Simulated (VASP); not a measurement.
# Cr (P6_3/mmc) in VASP: single point with LDA

Aim: the single point of Cr with LDA.

All numbers are computed with VASP 6.6.1; they aren't measurements. Logs are shortened: lines on timing, memory, paths and dates and some standing lists are left out, and cuts for length are marked.

**1. The cell of the first run**

Symmetry: P6_3/mmc, No. 194, hexagonal system. Conventional cell: a = 2.714 Å, b = 2.714 Å, c = 4.410 Å, α = 90.00°, β = 90.00°, γ = 120.00°. Cr (site symmetry -6m2) has 12 Cr at 2.71 Å within 3.6 Å.

**2. Single point, LDA**

INCAR reads:

```
SYSTEM = Cr
  ALGO = Normal
  EDIFF = 1E-6
  ENCUT = 520
  GGA = CA
  ISIF = 2
  ISMEAR = -1
  LASPH = .True.
  LCHARG = .False.
  LREAL = .False.
  LWAVE = .False.
  NBANDS = 32
  NELM = 100
  PREC = Accurate
  SIGMA = 0.03
```

KPOINTS reads:

```
k-points
0
Gamma
  11 11 3
  0 0 0
```

POSCAR reads:

```
Cr
1.0
    2.7140000000      0.0000000000      0.0000000000
    1.3570000000      2.3503929459      0.0000000000
    0.0000000000      0.0000000000      8.8200000000
Cr
4
Direct
    0.6666666666      0.6666666667      0.1250000000
    0.6666666666      0.6666666667      0.6250000000
    0.3333333334      0.3333333333      0.3750000000
    0.3333333334      0.3333333333      0.8750000000
```

Potentials or basis: VASP PAW LDA potentials, release 64 (Cr_pv).

On the command line:

```sh
> cat potpaw_LDA.64/Cr_pv/POTCAR > POTCAR
> mpirun -np 1 vasp_std > vasp.out
```

OUTCAR:

```text
SYSTEM = Cr
   EDIFF = 1E-6
   ENCUT = 520
   GGA = CA
   ISIF = 2
   ISMEAR = -1
   LASPH = .True.
   LREAL = .False.
   NELM = 100
   PREC = Accurate

 ion  position               nearest neighbor table
   1  0.667  0.667  0.125-   3 2.71   4 2.71   3 2.71   4 2.71   3 2.71   4 2.71
   2  0.667  0.667  0.625-   3 2.71   4 2.71   3 2.71   4 2.71   3 2.71   4 2.71
   3  0.333  0.333  0.375-   1 2.71   2 2.71   1 2.71   2 2.71   1 2.71   2 2.71
   4  0.333  0.333  0.875-   1 2.71   2 2.71   1 2.71   2 2.71   1 2.71   2 2.71

  LATTYP: Found a hexagonal cell.
 ALAT       =     2.7140000000
 C/A-ratio  =     3.2498157701

  Lattice vectors:

 A1 = (  -1.3570000000,  -2.3503929459,   0.0000000000)
 A2 = (   2.7140000000,   0.0000000000,   0.0000000000)
 A3 = (   0.0000000000,   0.0000000000,   8.8200000000)

Analysis of symmetry for initial positions (statically):
=====================================================================
 Subroutine PRICEL returns following result:

  LATTYP: Found a hexagonal cell.
 ALAT       =     2.7140000000
 C/A-ratio  =     1.6249078850

  Lattice vectors:

 A1 = (  -1.3570000000,  -2.3503929459,   0.0000000000)
 A2 = (   2.7140000000,   0.0000000000,   0.0000000000)
 A3 = (   0.0000000000,   0.0000000000,   4.4100000000)

   2 primitive cells build up your supercell.

 Routine SETGRP: Setting up the symmetry group for a
 hexagonal supercell.

 Subroutine GETGRP returns: Found 24 space group operations
 (whereof 12 operations were pure point group operations)
 out of a pool of 24 trial point group operations.

The static configuration has the point symmetry D_3d.
 The point group associated with its full space group is D_6h.

Analysis of symmetry for dynamics (positions and initial velocities):
=====================================================================
 Subroutine PRICEL returns following result:

  LATTYP: Found a hexagonal cell.
 ALAT       =     2.7140000000
 C/A-ratio  =     1.6249078850

  Lattice vectors:

 A1 = (  -1.3570000000,  -2.3503929459,   0.0000000000)
 A2 = (   2.7140000000,   0.0000000000,   0.0000000000)
 A3 = (   0.0000000000,   0.0000000000,   4.4100000000)

   2 primitive cells build up your supercell.

 Routine SETGRP: Setting up the symmetry group for a
 hexagonal supercell.

 Subroutine GETGRP returns: Found 24 space group operations
 (whereof 12 operations were pure point group operations)
 out of a pool of 24 trial point group operations.

The dynamic configuration has the point symmetry D_3d.
 The point group associated with its full space group is D_6h.

 Subroutine INISYM returns: Found 24 space group operations
 (whereof 12 operations are pure point group operations),
 and found     2 'primitive' translations

----------------------------------------------------------------------------------------

                                     Primitive cell

  volume of cell :      28.1312

  direct lattice vectors                    reciprocal lattice vectors
    -1.357000000 -2.350392946  0.000000000     0.000000000 -0.425460773  0.000000000
     2.714000000  0.000000000  0.000000000     0.368459838 -0.212730387  0.000000000
     0.000000000  0.000000000  4.410000000     0.000000000  0.000000000  0.226757370

  length of vectors
     2.714000000  2.714000000  4.410000000     0.425460773  0.425460773  0.226757370

  position of ions in fractional coordinates (direct lattice)
     0.333333333  0.666666667  0.250000000
     0.666666667  0.333333333  0.750000000

  ion indices of the primitive-cell ions
   primitive index   ion index
                 1           1
                 2           3

----------------------------------------------------------------------------------------

 KPOINTS: k-points

Automatic generation of k-mesh.
 Grid dimensions read from file:
 generate k-points for:   11   11    3

 Generating k-lattice:

  Cartesian coordinates                     Fractional coordinates (reciprocal lattice)
     0.033496349 -0.019339126  0.000000000     0.090909091  0.000000000  0.000000000
     0.000000000  0.038678252  0.000000000     0.000000000  0.090909091  0.000000000
     0.000000000  0.000000000  0.037792895     0.000000000  0.000000000  0.333333333

  Length of vectors
     0.038678252  0.038678252  0.037792895

  Shift w.r.t. Gamma in fractional coordinates (k-lattice)
     0.000000000  0.000000000  0.000000000

 Subroutine IBZKPT returns following result:
 ===========================================

 Found     32 irreducible k-points:

 Following reciprocal coordinates:
            Coordinates               Weight
  0.000000  0.000000  0.000000      1.000000
  0.090909  0.000000  0.000000      6.000000
  0.181818 -0.000000  0.000000      6.000000
  0.272727  0.000000  0.000000      6.000000
  0.363636  0.000000  0.000000      6.000000
  0.454545  0.000000  0.000000      6.000000
[... 16 lines left out ...]
  0.181818  0.090909  0.333333     12.000000
  0.272727  0.090909  0.333333     24.000000
 [... further k-points ...]
   k-points           NKPTS =     32   k-points in BZ     NKDIM =     32   number of bands    NBANDS=     32
   number of dos      NEDOS =    301   number of ions     NIONS =      4
   total plane-waves  NPLWV =  28000
   dimension x,y,z NGX =    20 NGY =   20 NGZ =   70
   dimension x,y,z NGXF=    40 NGYF=   40 NGZF=  140
   ions per type =               4
   NGX,Y,Z   is equivalent  to a cutoff of  12.25, 12.25, 13.19 a.u.
   NGXF,Y,Z  is equivalent  to a cutoff of  24.50, 24.50, 26.39 a.u.
 SYSTEM =  Cr
   PREC   = accura    normal or accurate (medium, high low for compatibility)
   ISTART =      0    job   : 0-new  1-cont  2-samecut
   ICHARG =      2    charge: 1-file 2-atom 10-const
   ISPIN  =      1    spin polarized calculation?
   LNONCOLLINEAR =      F non collinear calculations
   LSORBIT =      F    spin-orbit coupling
   LASPH  =      T    aspherical Exc in radial PAW
   ENCUT  =  520.0 eV  38.22 Ry    6.18 a.u.   5.05  5.05 16.40*2*pi/ulx,y,z
   NELM   =    100;   NELMIN=  2; NELMDL= -5     # of ELM steps
   EDIFF  = 0.1E-05   stopping-criterion for ELM
   LREAL  =      F    real-space projection
   EDIFFG = 0.1E-04   stopping-criterion for IOM
   NSW    =      0    number of steps for IOM
   IBRION =     -1    ionic relax: 0-MD 1-quasi-New 2-CG
   NFREE  =      0    steps in history (QN), initial steepest desc. (CG)
   ISIF   =      2    stress and relaxation
   ISYM   =      2    0-nonsym 1-usesym 2-fastsym
   POTIM  = 0.5000    time-step for ionic-motion
   TEBEG  =    0.0;   TEEND  =   0.0 temperature during run
   PSTRESS=    0.0 pullay stress
   NELECT =      48.0000    total number of electrons
   NUPDOWN=      -1.0000    fix difference up-down
   EMIN   =  10.00;   EMAX   =-10.00  energy-range for DOS
   EFERMI =   0.00;   METHOD = LEGACY
   ISMEAR =    -1;   SIGMA  =   0.03  broadening in eV -4-tet -1-fermi 0-gaus
   EFERMI_NEDOS =   21; number of points for ismear=-14 and -15
   IALGO  =     38    algorithm
   IMIX   =      4    mixing-type and parameters
     AMIX     =   0.40;   BMIX     =  1.00
     AMIX_MAG =   1.60;   BMIX_MAG =  1.00
  volume/ion in A,a.u.               =      14.07        94.92
  Fermi-wavevector in a.u.,A,eV,Ry     =   1.552681  2.934142 32.801180  2.410819
  Thomas-Fermi vector in A             =   2.657021
   LORBIT       =      0    0 simple, 1 ext, 2 COOP (PROOUT), +10 PAW based schemes
   GGA     = CA    functional components
   LHFCALC =     F    Hartree Fock is set to
   AEXX    =    0.0000 exact exchange contribution
   IVDW    =     0    specifies the selected vdW correction
   LEPSILON=     F    determine dielectric tensor
   LRPA    =     F    only Hartree local field effects (RPA)
 non-spin polarized calculation
  energy-cutoff  :      520.00
  volume of cell :       56.26
 maximum number of plane-waves:      1531
   NGX = 11   NGY = 11   NGZ = 33

 number of electron      48.0000009 magnetization

 Free energy of the ion-electron system (eV)
  ---------------------------------------------------
  ext. energy  EPLUGINS =         0.00000000
  ---------------------------------------------------
  free energy    TOTEN  =       -38.90184874 eV

  energy without entropy =      -38.86666210  energy(sigma->0) =      -38.88425542

 E-fermi :   8.0455     XC(G=0): -12.8672

 val. band max:        8.0452657923   @ k =   0.3636   0.1818   0.3333
 cond. band min:       8.0505907252   @ k =   0.1818   0.0909   0.3333
 fundamental gap:      0.0053249329
 Fermi energy:         8.0454636241

 k-point     1 :       0.0000    0.0000    0.0000
  band No.  band energies     occupation
      1     -34.6619      2.00000
      2     -34.4133      2.00000
      3     -34.4133      2.00000
      4     -34.2539      2.00000
      5     -34.2539      2.00000
      6     -34.2196      2.00000
[... 24 lines left out ...]
     31       9.4694      0.00000
     32       9.4694      0.00000

 k-point     2 :       0.0909    0.0000    0.0000
  band No.  band energies     occupation
      1     -34.6487      2.00000
      2     -34.4187      2.00000
      3     -34.4187      2.00000
      4     -34.2835      2.00000
      5     -34.2633      2.00000
      6     -34.2397      2.00000
[... 24 lines left out ...]
     31       9.4512      0.00000
     32       9.4516      0.00000

 k-point     3 :       0.1818   -0.0000    0.0000
  band No.  band energies     occupation
      1     -34.6110      2.00000
      2     -34.4478      2.00000
      3     -34.4478      2.00000
      4     -34.3633      2.00000
      5     -34.2967      2.00000
      6     -34.2880      2.00000
[... 24 lines left out ...]
     31       9.4264      0.00000
     32       9.4264      0.00000

 k-point     4 :       0.2727    0.0000    0.0000
  band No.  band energies     occupation
      1     -34.5559      2.00000
      2     -34.5174      2.00000
      3     -34.5174      2.00000
      4     -34.4688      2.00000
      5     -34.3995      2.00000
      6     -34.3192      2.00000
[... 24 lines left out ...]
     31       9.5034      0.00000
     32       9.5034      0.00000

 k-point     5 :       0.3636    0.0000    0.0000
  band No.  band energies     occupation
      1     -34.5977      2.00000
      2     -34.5977      2.00000
      3     -34.5664      2.00000
      4     -34.4945      2.00000
      5     -34.4911      2.00000
      6     -34.3470      2.00000
[... 584 lines left out ...]
     31       9.7001      0.00000
     32       9.7204      0.00000

 k-point    22 :       0.4545    0.0000    0.3333
  band No.  band energies     occupation
      1     -34.6582      2.00000
      2     -34.6412      2.00000
      3     -34.6118      2.00000
      4     -34.5668      2.00000
      5     -34.4121      2.00000
      6     -34.3557      2.00000
[... 24 lines left out ...]
     31      10.0982      0.00000
     32      10.1108      0.00000

 k-point    23 :       0.1818    0.0909    0.3333
  band No.  band energies     occupation
      1     -34.5979      2.00000
      2     -34.5289      2.00000
      3     -34.3478      2.00000
      4     -34.3237      2.00000
      5     -34.3024      2.00000
      6     -34.3005      2.00000
[... 24 lines left out ...]
     31       9.0570      0.00000
     32       9.1560      0.00000

 k-point    24 :       0.2727    0.0909    0.3333
  band No.  band energies     occupation
      1     -34.5663      2.00000
      2     -34.5347      2.00000
      3     -34.4306      2.00000
      4     -34.4037      2.00000
      5     -34.3831      2.00000
      6     -34.3492      2.00000
[... 24 lines left out ...]
     31       9.2103      0.00000
     32       9.3168      0.00000

 [... further k-points ...]
[... 5 lines left out ...]
  --------------------------------------------------------------------------------------
  -------------------------------------------------------------------------------------
  Total      -14.8242818    -14.8242818    -11.6796030     -0.0000000     -0.0000000     -0.0000000
  in kB     -422.1485881   -422.1485881   -332.5980960     -0.0000000     -0.0000000     -0.0000000
  external PRESSURE =    -392.2984240 kB  Pullay stress =       0.0000000 kB

 VOLUME and BASIS-vectors are now :
 -----------------------------------------------------------------------------
  energy-cutoff  :      520.00
  volume of cell :       56.26
      direct lattice vectors                 reciprocal lattice vectors
     2.714000000  0.000000000  0.000000000     0.368459838 -0.212730387  0.000000000
     1.357000000  2.350392946  0.000000000     0.000000000  0.425460773  0.000000000
     0.000000000  0.000000000  8.820000000     0.000000000  0.000000000  0.113378685

 POSITION                                       TOTAL-FORCE (eV/Angst)
 -----------------------------------------------------------------------------------
      2.71400      1.56693      1.10250        -0.000000     -0.000000     -0.000000
      2.71400      1.56693      5.51250        -0.000000     -0.000000     -0.000000
      1.35700      0.78346      3.30750         0.000000      0.000000      0.000000
      1.35700      0.78346      7.71750         0.000000     -0.000000     -0.000000
 -----------------------------------------------------------------------------------
    total drift:                               -0.000000      0.000000     -0.000000

  FREE ENERGIE OF THE ION-ELECTRON SYSTEM (eV)
  ---------------------------------------------------
  free  energy   TOTEN  =       -38.9018487374 eV

  energy  without entropy=      -38.8666620986  energy(sigma->0) =      -38.88425542
```

Run time: 24 s. Hardware: 1 thread of AMD EPYC 9R45 (Zen 5), shared host; peak memory 0.14 GiB.

What came out:

```yaml
Free_energy: -38.9018 eV
Pressure: -39.2 GPa
Band_gap_on_the_k_mesh: zero (band 24 reaches 8.66 eV, above the bottom of band 25 at 7.74 eV)
```

Stress tensor (GPa, compression positive):
```
-42.21   0.00   0.00
  0.00 -42.21   0.00
  0.00   0.00 -33.26
```

Caveat: the run has no spin polarisation, though such a crystal can be magnetic. Spin polarisation is off, so any magnetic state and its effect on volume and gap are missing.
